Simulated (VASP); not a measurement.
# As2H: single point with PBE

As2H:

```xyz
6
Lattice="3.9306 0.3770 -0.8670 0.9531 5.1103 0.0319 0.5570 0.4993 4.3901" Properties=species:S:1:pos:R:3 pbc="T T T"
As    4.9056    3.8579    3.3540
As    1.7142    1.9937    2.0975
As    2.4236    4.9824   -0.1809
As    4.7076    5.4927    1.2351
H     3.8126    2.3453    2.4014
H     3.1021    3.2152    2.7463
```

| Property | Result |
| --- | --- |
| Program | VASP 6.6.1 |
| Task | single point |
| Functional | PBE |
| Potentials or basis | VASP PAW PBE potentials, release 64 (As, H) |
| Cutoff | 400 eV |
| k mesh | 4 × 3 × 3 |
| Occupations | methfessel-paxton, width 0.15 eV |
| Spin | no spin polarisation |
| Dipole correction | no |
| Further INCAR settings | ALGO = Normal; EDIFF = 1e-06; NBANDS = 20 |

```
Pressure               : 5.9 GPa
Largest force          : 1.088 eV/Å
Band gap on the k mesh : zero (band 11 reaches 6.62 eV, above the bottom of band 12 at 4.77 eV)
```

Forces in eV/Å, atoms in the order of the input:
```
As  -0.086  0.831  0.069
As   0.201 -0.516 -0.159
As   0.268 -0.394  0.269
As  -0.410  0.239 -0.040
H   -0.441  0.753  0.223
H    0.468 -0.913 -0.361
```

Stress tensor (GPa, compression positive):
```
 5.68 -0.58  1.27
-0.58  5.26  1.38
 1.27  1.38  6.69
```

Levels at points of the mesh, in eV from the Fermi level:
```tsv
k point	band 9	band 10	band 11	band 12	band 13	band 14
(0.00, 0.00, 0.00)	-2.84	-1.99	-0.49	0.31	1.22	1.53
(0.50, 0.00, 0.00)	-2.32	-1.98	-1.18	-0.94	0.78	1.05
```

It took 14 s on 1 thread of Intel(R) Xeon(R) 6975P-C (Granite Rapids) (shared host), peak memory 0.17 GiB.

Caveat: the k points lie up to 0.48 Å⁻¹ apart.
